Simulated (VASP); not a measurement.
# Ca in VASP: a series of runs

Ca is run at these levels: PBE; tasks: single point, relaxation of cell and atoms.

All numbers are computed with VASP 6.6.1; they aren't measurements. Logs are shortened: lines on timing, memory, paths and dates and some standing lists are left out, and cuts for length are marked.

## Step 1: The cell of the first run

Symmetry: C2/m, No. 12, monoclinic system. Conventional cell: a = 6.772 Å, b = 3.908 Å, c = 3.880 Å, α = 90.00°, β = 124.49°, γ = 90.00°. Ca (site symmetry 2/m) has 12 Ca at 3.88 to 3.93 Å within 5.1 Å.

## Step 2: Single point, PBE

INCAR reads:

```
PREC = Accurate
ENCUT = 520
EDIFF = 1E-7
ISMEAR = 0
SIGMA = 0.1
LREAL = F
LASPH = T
NELM = 80
ALGO = Normal
ISIF = 2
LWAVE = F
LCHARG = F
GGA = PE
NBANDS = 17
```

KPOINTS reads:

```
Automatic mesh
0
Gamma
  4 4 4
```

POSCAR reads:

```
Ca
1.0
    3.3359405898     -1.9542178931     -0.5808835914
    3.3359405898      1.9542178931     -0.5808835914
   -3.2323656456      0.0000000000      7.0554216571
Ca
2
Direct
    0.0000567860      0.0000567860      0.2498788917
    0.9999432140      0.9999432140      0.7501211083
```

Potentials or basis: VASP PAW PBE potentials, release 64 (Ca_sv).

On the command line:

```bash
$ cat potpaw_PBE.64/Ca_sv/POTCAR > POTCAR
$ mpirun -np 1 vasp_std > vasp.out
```

OUTCAR:

```text
PREC = Accurate
   ENCUT = 520
   EDIFF = 1E-7
   ISMEAR = 0
   LREAL = F
   LASPH = T
   NELM = 80
   ISIF = 2
   GGA = PE

 ion  position               nearest neighbor table
   1  0.000  0.000  0.250-
   2  1.000  1.000  0.750-

  Warning from LATTYP: Got some problem with cell dimensions!
  Tried to take original basis but could not verify dimensions!
  LATTYP: Found a base centered monoclinic cell.
 ALAT       =     6.7722744674
 B/A-ratio  =     0.5771230633
 C/A-ratio  =     1.0076211128
 COS(beta)  =    -0.3484063599

  Lattice vectors:

 A1 = (  -3.3359405898,   1.9542178931,   0.5808835914)
 A2 = (  -3.3359405898,  -1.9542178931,   0.5808835914)
 A3 = (   3.4395155340,   0.0000000000,   5.8936544743)

Analysis of symmetry for initial positions (statically):
=====================================================================
 Subroutine PRICEL returns:
 Original cell was already a primitive cell.

 Routine SETGRP: Setting up the symmetry group for a
 base centered monoclinic supercell.

 Subroutine GETGRP returns: Found  4 space group operations
 (whereof  4 operations were pure point group operations)
 out of a pool of  4 trial point group operations.

The static configuration has the point symmetry C_2h.

Analysis of symmetry for dynamics (positions and initial velocities):
=====================================================================
 Subroutine PRICEL returns:
 Original cell was already a primitive cell.

 Routine SETGRP: Setting up the symmetry group for a
 base centered monoclinic supercell.

 Subroutine GETGRP returns: Found  4 space group operations
 (whereof  4 operations were pure point group operations)
 out of a pool of  4 trial point group operations.

The dynamic configuration has the point symmetry C_2h.

 Subroutine INISYM returns: Found  4 space group operations
 (whereof  4 operations are pure point group operations),
 and found     1 'primitive' translations

----------------------------------------------------------------------------------------

                                     Primitive cell

  volume of cell :      84.6522

  direct lattice vectors                    reciprocal lattice vectors
     3.335940590 -1.954217893 -0.580883591     0.162876264 -0.255856832  0.074620011
     3.335940590  1.954217893 -0.580883591     0.162876264  0.255856832  0.074620011
    -3.232365646  0.000000000  7.055421657     0.026819701  0.000000000  0.154022131

  length of vectors
     3.909589868  3.909589868  7.760616111     0.312345229  0.312345229  0.156339737

  position of ions in fractional coordinates (direct lattice)
     0.000056786  0.000056786  0.249878892
     0.999943214  0.999943214  0.750121108

  ion indices of the primitive-cell ions
   primitive index   ion index
                 1           1
                 2           2

----------------------------------------------------------------------------------------

 KPOINTS: Automatic mesh

Automatic generation of k-mesh.
 Grid dimensions read from file:
 generate k-points for:    4    4    4

 Generating k-lattice:

  Cartesian coordinates                     Fractional coordinates (reciprocal lattice)
     0.040719066 -0.063964208  0.018655003     0.250000000  0.000000000 -0.000000000
     0.040719066  0.063964208  0.018655003     0.000000000  0.250000000 -0.000000000
     0.006704925  0.000000000  0.038505533     0.000000000  0.000000000  0.250000000

  Length of vectors
     0.078086307  0.078086307  0.039084934

  Shift w.r.t. Gamma in fractional coordinates (k-lattice)
     0.000000000  0.000000000  0.000000000

 Subroutine IBZKPT returns following result:
 ===========================================

 Found     24 irreducible k-points:

 Following reciprocal coordinates:
            Coordinates               Weight
  0.000000  0.000000  0.000000      1.000000
  0.250000 -0.000000 -0.000000      4.000000
  0.500000 -0.000000 -0.000000      2.000000
  0.250000  0.250000 -0.000000      2.000000
  0.500000  0.250000 -0.000000      4.000000
 -0.250000  0.250000  0.000000      2.000000
[... 16 lines left out ...]
 -0.250000  0.250000  0.500000      2.000000
  0.500000  0.500000  0.500000      1.000000
   k-points           NKPTS =     24   k-points in BZ     NKDIM =     24   number of bands    NBANDS=     17
   number of dos      NEDOS =    301   number of ions     NIONS =      2
   total plane-waves  NPLWV =  54000
   dimension x,y,z NGX =    30 NGY =   30 NGZ =   60
   dimension x,y,z NGXF=    60 NGYF=   60 NGZF=  120
   ions per type =               2
   NGX,Y,Z   is equivalent  to a cutoff of  12.76, 12.76, 12.85 a.u.
   NGXF,Y,Z  is equivalent  to a cutoff of  25.51, 25.51, 25.71 a.u.
 SYSTEM =  unknown system
   PREC   = accura    normal or accurate (medium, high low for compatibility)
   ISTART =      0    job   : 0-new  1-cont  2-samecut
   ICHARG =      2    charge: 1-file 2-atom 10-const
   ISPIN  =      1    spin polarized calculation?
   LNONCOLLINEAR =      F non collinear calculations
   LSORBIT =      F    spin-orbit coupling
   LASPH  =      T    aspherical Exc in radial PAW
   ENCUT  =  520.0 eV  38.22 Ry    6.18 a.u.   7.27  7.27 14.43*2*pi/ulx,y,z
   NELM   =     80;   NELMIN=  2; NELMDL= -5     # of ELM steps
   EDIFF  = 0.1E-06   stopping-criterion for ELM
   LREAL  =      F    real-space projection
   EDIFFG = 0.1E-05   stopping-criterion for IOM
   NSW    =      0    number of steps for IOM
   IBRION =     -1    ionic relax: 0-MD 1-quasi-New 2-CG
   NFREE  =      0    steps in history (QN), initial steepest desc. (CG)
   ISIF   =      2    stress and relaxation
   ISYM   =      2    0-nonsym 1-usesym 2-fastsym
   POTIM  = 0.5000    time-step for ionic-motion
   TEBEG  =    0.0;   TEEND  =   0.0 temperature during run
   PSTRESS=    0.0 pullay stress
   NELECT =      20.0000    total number of electrons
   NUPDOWN=      -1.0000    fix difference up-down
   EMIN   =  10.00;   EMAX   =-10.00  energy-range for DOS
   EFERMI =   0.00;   METHOD = LEGACY
   ISMEAR =     0;   SIGMA  =   0.10  broadening in eV -4-tet -1-fermi 0-gaus
   EFERMI_NEDOS =   21; number of points for ismear=-14 and -15
   IALGO  =     38    algorithm
   IMIX   =      4    mixing-type and parameters
     AMIX     =   0.40;   BMIX     =  1.00
     AMIX_MAG =   1.60;   BMIX_MAG =  1.00
  volume/ion in A,a.u.               =      42.33       285.63
  Fermi-wavevector in a.u.,A,eV,Ry     =   1.012058  1.912512 13.935925  1.024262
  Thomas-Fermi vector in A             =   2.145145
   LORBIT       =      0    0 simple, 1 ext, 2 COOP (PROOUT), +10 PAW based schemes
   GGA     = PE    functional components
   LHFCALC =     F    Hartree Fock is set to
   AEXX    =    0.0000 exact exchange contribution
   IVDW    =     0    specifies the selected vdW correction
   LEPSILON=     F    determine dielectric tensor
   LRPA    =     F    only Hartree local field effects (RPA)
 non-spin polarized calculation
 Gauss-broadening in eV      SIGMA  =   0.10
  energy-cutoff  :      520.00
  volume of cell :       84.65
 maximum number of plane-waves:      2297
 NGX is ok and might be reduce to    30

 number of electron      20.0000000 magnetization

 Free energy of the ion-electron system (eV)
  ---------------------------------------------------
  ext. energy  EPLUGINS =         0.00000000
  ---------------------------------------------------
  free energy    TOTEN  =        -3.93028170 eV

  energy without entropy =       -3.92312992  energy(sigma->0) =       -3.92670581

 E-fermi :   1.9550     XC(G=0):  -7.7311

 val. band max:        1.9512739601   @ k =   0.5000  -0.0000   0.2500
 cond. band min:       2.0171604633   @ k =   0.5000   0.5000   0.2500
 fundamental gap:      0.0658865032
 Fermi energy:         1.9549579179

 k-point     1 :       0.0000    0.0000    0.0000
  band No.  band energies     occupation
      1     -40.1139      2.00000
      2     -40.1007      2.00000
      3     -21.1603      2.00000
      4     -21.0521      2.00000
      5     -21.0465      2.00000
      6     -21.0315      2.00000
[... 9 lines left out ...]
     16       4.3124      0.00000
     17       5.2889      0.00000

 k-point     2 :       0.2500   -0.0000   -0.0000
  band No.  band energies     occupation
      1     -40.1074      2.00000
      2     -40.0983      2.00000
      3     -21.1392      2.00000
      4     -21.0978      2.00000
      5     -21.0830      2.00000
      6     -21.0659      2.00000
[... 9 lines left out ...]
     16       4.8218      0.00000
     17       5.3363      0.00000

 k-point     3 :       0.5000   -0.0000   -0.0000
  band No.  band energies     occupation
      1     -40.1008      2.00000
      2     -40.0959      2.00000
      3     -21.1646      2.00000
      4     -21.1572      2.00000
      5     -21.0821      2.00000
      6     -21.0774      2.00000
[... 9 lines left out ...]
     16       5.9923      0.00000
     17       5.9995      0.00000

 k-point     4 :       0.2500    0.2500   -0.0000
  band No.  band energies     occupation
      1     -40.1053      2.00000
      2     -40.1004      2.00000
      3     -21.1292      2.00000
      4     -21.0953      2.00000
      5     -21.0852      2.00000
      6     -21.0540      2.00000
[... 9 lines left out ...]
     16       4.8472      0.00000
     17       4.8922      0.00000
[... 343 lines left out ...]
      1     -40.1004      2.00000
      2     -40.0963      2.00000
      3     -21.1293      2.00000
      4     -21.1215      2.00000
      5     -21.1130      2.00000
      6     -21.0856      2.00000
[... 9 lines left out ...]
     16       4.6484      0.00000
     17       5.2169      0.00000

 k-point    23 :      -0.2500    0.2500    0.5000
  band No.  band energies     occupation
      1     -40.0984      2.00000
      2     -40.0983      2.00000
      3     -21.1394      2.00000
      4     -21.1393      2.00000
      5     -21.0869      2.00000
      6     -21.0866      2.00000
[... 9 lines left out ...]
     16       4.7886      0.00000
     17       6.0638      0.00000

 k-point    24 :       0.5000    0.5000    0.5000
  band No.  band energies     occupation
      1     -40.0984      2.00000
      2     -40.0984      2.00000
      3     -21.1459      2.00000
      4     -21.1458      2.00000
      5     -21.0785      2.00000
      6     -21.0783      2.00000
[... 9 lines left out ...]
     16       4.8309      0.00000
     17       6.0660      0.00000

------------------------ aborting loop because EDIFF is reached ----------------------------------------

  FORCE on cell =-STRESS in cart. coord.  units (eV):
  Direction    XX          YY          ZZ          XY          YZ          ZX
  --------------------------------------------------------------------------------------
  -------------------------------------------------------------------------------------
  Total        0.0203807     -0.0124649      0.0767677      0.0000000      0.0000000     -0.0622249
  in kB        0.3857375     -0.2359179      1.4529514      0.0000000      0.0000000     -1.1777054
  external PRESSURE =       0.5342570 kB  Pullay stress =       0.0000000 kB

 VOLUME and BASIS-vectors are now :
 -----------------------------------------------------------------------------
  energy-cutoff  :      520.00
  volume of cell :       84.65
      direct lattice vectors                 reciprocal lattice vectors
     3.335940590 -1.954217893 -0.580883591     0.162876264 -0.255856832  0.074620011
     3.335940590  1.954217893 -0.580883591     0.162876264  0.255856832  0.074620011
    -3.232365646  0.000000000  7.055421657     0.026819701  0.000000000  0.154022131

 POSITION                                       TOTAL-FORCE (eV/Angst)
 -----------------------------------------------------------------------------------
     -0.80732      0.00000      1.76293        -0.000357      0.000000      0.003396
      4.24684      0.00000      4.13072         0.000357      0.000000     -0.003396
 -----------------------------------------------------------------------------------
    total drift:                                0.000000     -0.000000     -0.000000

  FREE ENERGIE OF THE ION-ELECTRON SYSTEM (eV)
  ---------------------------------------------------
  free  energy   TOTEN  =        -3.9302817021 eV

  energy  without entropy=       -3.9231299239  energy(sigma->0) =       -3.92670581
```

It took 62 s on 1 thread of Intel Xeon 8259CL, shared host; peak memory 0.22 GiB.

What came out:

```yaml
Free_energy: -3.9303 eV
Pressure: 0.1 GPa
Largest_force: 0.003 eV/Å
Band_gap_on_the_k_mesh: zero (bands 10 and 11 overlap by 0.38 eV)
```

Forces in eV/Å, atoms in the order of the input:
```
Ca   0.000  0.000  0.003
Ca   0.000  0.000 -0.003
```

Stress tensor (GPa, compression positive):
```
 0.04  0.00 -0.12
 0.00 -0.02  0.00
-0.12  0.00  0.15
```

Caveat: the k points lie up to 0.47 Å⁻¹ apart.

## Step 3: Single point, PBE

This run uses another cell than the first one, of 42.05 Å³/atom.

INCAR reads:

```
ALGO     = Normal         # electronic algorithm
EDIFF    = 1E-6           # SCF threshold, eV
ENCUT    = 520            # plane-wave cutoff, eV
GGA      = PE             # functional
ISIF     = 2              # what is computed and relaxed
ISMEAR   = 0              # smearing method
LASPH    = True           # aspherical terms in the spheres
LCHARG   = False          # write CHGCAR
LREAL    = False          # projectors in reciprocal space
LWAVE    = False          # write WAVECAR
NBANDS   = 17             # bands
NELM     = 100            # most SCF steps
PREC     = Accurate       # precision mode
SIGMA    = 0.1            # smearing width, eV
```

KPOINTS reads:

```
k-points
0
Gamma
  6 6 6
```

POSCAR reads:

```
Ca
1.0
    1.9416552700      1.1210151928      6.4390570382
   -1.9416552700      1.1210151928      6.4390570382
    0.0000000000     -2.2420303855      6.4390570382
Ca
2
Direct
    0.2500025017      0.2500025017      0.2500025017
    0.7499974983      0.7499974983      0.7499974983
```

Potentials or basis: VASP PAW PBE potentials, release 64 (Ca_sv).

On the command line:

```bash
$ cat potpaw_PBE.64/Ca_sv/POTCAR > POTCAR
$ mpirun -np 1 vasp_std > vasp.out
```

OUTCAR:

```text
EDIFF = 1E-6
   ENCUT = 520
   GGA = PE
   ISIF = 2
   ISMEAR = 0
   LASPH = True
   LREAL = False
   NELM = 100
   PREC = Accurate

 ion  position               nearest neighbor table
   1  0.250  0.250  0.250-
   2  0.750  0.750  0.750-

  LATTYP: Found a trigonal (rhomboedric) cell.
 ALAT       =     6.8182223337
 COS(alpha) =     0.8378070662

  Lattice vectors:

 A1 = (   1.9416552700,   1.1210151928,   6.4390570382)
 A2 = (  -1.9416552700,   1.1210151928,   6.4390570382)
 A3 = (   0.0000000000,  -2.2420303855,   6.4390570382)

Analysis of symmetry for initial positions (statically):
=====================================================================
 Subroutine PRICEL returns:
 Original cell was already a primitive cell.

 Routine SETGRP: Setting up the symmetry group for a
 trigonal (rhombohedral) supercell.

 Subroutine GETGRP returns: Found 12 space group operations
 (whereof 12 operations were pure point group operations)
 out of a pool of 12 trial point group operations.

[... 159 lines left out ...]
  free energy    TOTEN  =        -3.84316254 eV

  energy without entropy =       -3.82236036  energy(sigma->0) =       -3.83276145

 E-fermi :   2.0019     XC(G=0):  -7.7465

 val. band max:        1.9987698362   @ k =  -0.3333   0.3333   0.0000
 cond. band min:       2.0360308797   @ k =  -0.3333   0.1667  -0.0000
 fundamental gap:      0.0372610435
 Fermi energy:         2.0019390067

 k-point     1 :       0.0000    0.0000    0.0000
  band No.  band energies     occupation
      1     -40.0336      2.00000
      2     -40.0208      2.00000
      3     -21.0825      2.00000
      4     -20.9695      2.00000
      5     -20.9695      2.00000
      6     -20.9518      2.00000
[... 457 lines left out ...]
      4     -21.0689      2.00000
      5     -21.0119      2.00000
      6     -20.9926      2.00000
[... 9 lines left out ...]
     16       5.3325      0.00000
     17       6.1260      0.00000

 [... further k-points ...]

------------------------ aborting loop because EDIFF is reached ----------------------------------------

  FORCE on cell =-STRESS in cart. coord.  units (eV):
  Direction    XX          YY          ZZ          XY          YZ          ZX
  --------------------------------------------------------------------------------------
  -------------------------------------------------------------------------------------
  Total        0.0436121      0.0436121     -0.0377099      0.0000000     -0.0000000      0.0000000
  in kB        0.8309226      0.8309226     -0.7184711      0.0000000     -0.0000000      0.0000000
  external PRESSURE =       0.3144580 kB  Pullay stress =       0.0000000 kB

 VOLUME and BASIS-vectors are now :
 -----------------------------------------------------------------------------
  energy-cutoff  :      520.00
  volume of cell :       84.09
      direct lattice vectors                 reciprocal lattice vectors
     1.941655270  1.121015193  6.439057038     0.257512241  0.148674762  0.051767414
    -1.941655270  1.121015193  6.439057038    -0.257512241  0.148674762  0.051767414
     0.000000000 -2.242030386  6.439057038     0.000000000 -0.297349523  0.051767414

 POSITION                                       TOTAL-FORCE (eV/Angst)
 -----------------------------------------------------------------------------------
      0.00000      0.00000      4.82934         0.000000     -0.000000     -0.000174
      0.00000      0.00000     14.48783         0.000000      0.000000      0.000174
 -----------------------------------------------------------------------------------
    total drift:                                0.000000      0.000000     -0.000000

  FREE ENERGIE OF THE ION-ELECTRON SYSTEM (eV)
  ---------------------------------------------------
  free  energy   TOTEN  =        -3.8431625419 eV

  energy  without entropy=       -3.8223603623  energy(sigma->0) =       -3.83276145
```

It took 4 min on 1 thread of Intel Xeon 8259CL, shared host; peak memory 0.36 GiB.

Results:

* Free energy: -3.8432 eV
* Pressure: 0.0 GPa
* Band gap on the k mesh: zero (bands 10 and 11 overlap by 0.28 eV)

## Step 4: Relaxation of cell and atoms, PBE

This run uses another cell than the first one: it holds 1 atom, not 2.

INCAR reads:

```
  PREC = Accurate
  ENCUT = 600
  EDIFF = 1E-6
  ISMEAR = 0
  SIGMA = 0.1
  LREAL = F
  LASPH = T
  NELM = 80
  ALGO = Fast
  ISIF = 3
  LWAVE = F
  LCHARG = F
  GGA = PE
  IBRION = 2
  NSW = 100
  EDIFFG = -0.01
```

KPOINTS reads:

```
Automatic mesh
0
Gamma
  20 20 20
```

POSCAR reads:

```
Ca
1.0
   -1.9622092906      1.9622092906      2.7502181051
    1.9622092906     -1.9622092906      2.7502181051
    1.9622092906      1.9622092906     -2.7502181051
Ca
1
Direct
    0.5000000000      0.5000000000      0.0000000000
```

On the command line:

```bash
$ cat potpaw_PBE.64/Ca_sv/POTCAR > POTCAR
$ mpirun -np 1 vasp_std > vasp.out
```

It took 8.4 min on 1 thread of AMD EPYC 7R13, shared host; peak memory 0.42 GiB.

The run converged. Its results:

- Free energy: -1.9328 eV
- Relaxed volume: 42.28 Å³/atom
- Relaxed cell: a = 3.905 Å, b = 3.905 Å, c = 3.905 Å, α = 119.73°, β = 119.73°, γ = 90.47°
- Space group after relaxing (to 0.1 Å): Fm-3m (No. 225)
- Energy gained by relaxing: 0.0 meV/atom
- Ionic steps: 2
- Pressure after relaxing: 0.0 GPa
- Band gap on the k mesh: zero (bands 5 and 6 overlap by 0.37 eV)

Final structure:
```
Ca
1.0
    -1.96043    1.96043    2.74996
     1.96043   -1.96043    2.74996
     1.96043    1.96043   -2.74996
Ca
1
Cartesian
  1.9604 1.9604 0.0000
```

Levels at points of the mesh, in eV from the Fermi level:
| k point | band 3 | band 4 | band 5 | band 6 | band 7 | band 8 |
| --- | --- | --- | --- | --- | --- | --- |
| (0.00, 0.00, 0.00) | -22.94 | -22.94 | -4.02 | 2.32 | 2.32 | 2.36 |
| (0.50, 0.00, 0.00) | -22.96 | -22.96 | -0.98 | -0.16 | 2.20 | 2.24 |
| (0.50, 0.50, 0.00) | -22.99 | -22.99 | -0.46 | 0.58 | 0.94 | 4.08 |
| (0.50, 0.50, 0.50) | -22.99 | -22.99 | -0.44 | 0.57 | 1.02 | 4.08 |

## Step 5: Overview

| task | cell | k mesh | cutoff (eV) | gap on the mesh (eV) | pressure (GPa) |
| --- | --- | --- | --- | --- | --- |
| single point | a = 3.910, b = 3.910, c = 7.761 Å, angles 119.4, 119.4, 60.0°, 2 atoms, atomic positions A | 4 × 4 × 4 | 520 | none | 0.1 |
| single point | a = 6.818 Å, angles 33.1°, 2 atoms, atomic positions B | 6 × 6 × 6 | 520 | none | 0.0 |
| relaxation of cell and atoms | relaxed from a = 3.907 Å, angles 119.7, 119.7, 90.5°, 1 atom, atomic positions C | 20 × 20 × 20 | 600 | none | 0.0 |

Alike in all rows: level PBE; potentials or basis VASP PAW PBE potentials, release 64 (Ca_sv); no spin polarisation; smearing gaussian 0.1 eV.

Caveats: some runs use coarse meshes.

Absolute energies hang on the potentials; compare differences alone.
